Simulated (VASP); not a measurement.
The system is HfBr.

```
Hf Br
1.0
     0.00000    3.04058    3.04058
     3.04058    0.00000    3.04058
     3.04058    3.04058    0.00000
Hf Br
1 1
Direct
  0.00000 0.00000 0.00000
  0.25000 0.25000 0.25000
```

The cell was built from a structure type or drawn by symmetry, and may not be a known phase.

| Item | Value |
| --- | --- |
| Program | VASP 6.6.1 |
| Task | relaxation of cell and atoms |
| Functional | PBE |
| Potentials or basis | VASP PAW PBE potentials, release 64 (Hf_pv, Br) |
| Cutoff | 600 eV |
| k mesh | 16 × 16 × 16 |
| Occupations | gaussian, width 0.1 eV |
| Spin | no spin polarisation |

At the start: pressure -1.4 GPa; volume 28.11 Å³/atom.

**Question.** How do energy, volume and symmetry change on relaxing?

**Answer.** Over 3 steps the energy falls by 2.9 meV/atom and the volume is 27.47 Å³/atom (-2.3 %); space group F-43m (No. 216, to 0.1 Å) before and after.

Step by step:
```
step  energy change (eV)  largest force (eV/Å)  pressure (GPa)  volume (Å³)
   1              0.0000                0.0000           -1.40        56.22
   2             -0.0040                0.0000            0.83        54.25
   3             -0.0057                0.0000            0.00        54.94
```

Final structure:
```
CELL_PARAMETERS angstrom
0.00000 3.01725 3.01725
3.01725 0.00000 3.01725
3.01725 3.01725 0.00000
ATOMIC_POSITIONS crystal
Hf 0.00000 0.00000 0.00000
Br 0.25000 0.25000 0.25000
```

Caveat: an odd number of electrons without spin polarisation forces a metal; a magnetic or distorted state may lie lower.
